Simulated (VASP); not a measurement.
Mo, 2 atoms in the cell. Symmetry: P6_3/mmc, No. 194, hexagonal system. Conventional cell: a = 2.724 Å, b = 2.724 Å, c = 4.895 Å, α = 90.00°, β = 90.00°, γ = 120.00°. Within 3.6 Å of Mo (site symmetry -6m2) lie 12 Mo at 2.72 to 2.91 Å. 

| Property | Result |
| --- | --- |
| Program | VASP 6.6.1 |
| Task | single point |
| Functional | r2SCAN |
| Potentials or basis | VASP PAW PBE potentials, release 64 (Mo_sv) |
| Cutoff | 520 eV |
| k mesh | 7 × 7 × 4 |
| Occupations | fermi-dirac, width 0.1 eV |
| Spin | no spin polarisation |
| Dipole correction | no |
| Further INCAR settings | ALGO = Normal; EDIFF = 1e-07; NBANDS = 21 |

Potentials or basis: VASP PAW PBE potentials, release 64 (Mo_sv).

Command:

```bash
$ cat potpaw_PBE.64/Mo_sv/POTCAR > POTCAR
$ cp INCAR.step1 INCAR
$ mpirun -np 1 vasp_std > vasp.out
$ cp INCAR.step2 INCAR
$ mpirun -np 1 vasp_std > vasp.out
```

Hardware: 1 thread of AMD EPYC 9R45 96-Core Processor (Zen 5) (shared host).

**Question.** Estimate the wall time of this run.

**Answer.** It took 48 s on 1 thread of AMD EPYC 9R45 96-Core Processor (Zen 5), with other jobs on the host, peak memory 0.12 GiB. Counts: k points 24.
